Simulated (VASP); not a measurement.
Zr, 2 atoms in the cell. The structure is hexagonal, space group P6_3/mmc (No. 194). Conventional cell: a = 3.232 Å, b = 3.232 Å, c = 5.147 Å, α = 90.00°, β = 90.00°, γ = 120.00°. Zr (site symmetry -6m2) has 12 Zr at 3.18 to 3.23 Å within 4.2 Å. 

| Property | Result |
| --- | --- |
| Program | VASP 6.6.1 |
| Task | relaxation of cell and atoms |
| Functional | PBEsol |
| Potentials or basis | VASP PAW PBE potentials, release 64 (Zr_sv) |
| Cutoff | 600 eV |
| k mesh | 18 × 18 × 10 |
| Occupations | fermi-dirac, width 0.08 eV |
| Spin | no spin polarisation |
| Dipole correction | no |
| Further INCAR settings | ALGO = Normal; EDIFF = 1e-07; IBRION = 2; EDIFFG = -0.002; NSW = 100; ISIF = 3 |

Potentials or basis: VASP PAW PBE potentials, release 64 (Zr_sv).

Run with:

```console
$ cat potpaw_PBE.64/Zr_sv/POTCAR > POTCAR
$ mpirun -np 1 vasp_std > vasp.out
```

Hardware: 1 thread of Oxide Virtual Turin-like Processor, with other jobs on the host.

Problem. How long does it take, and how much memory?

Solution. Wall time 30 min on 1 thread of Oxide Virtual Turin-like Processor, with other jobs on the host, peak memory 0.29 GiB. Counts: scf iterations 73, k points 222, ion steps 10.
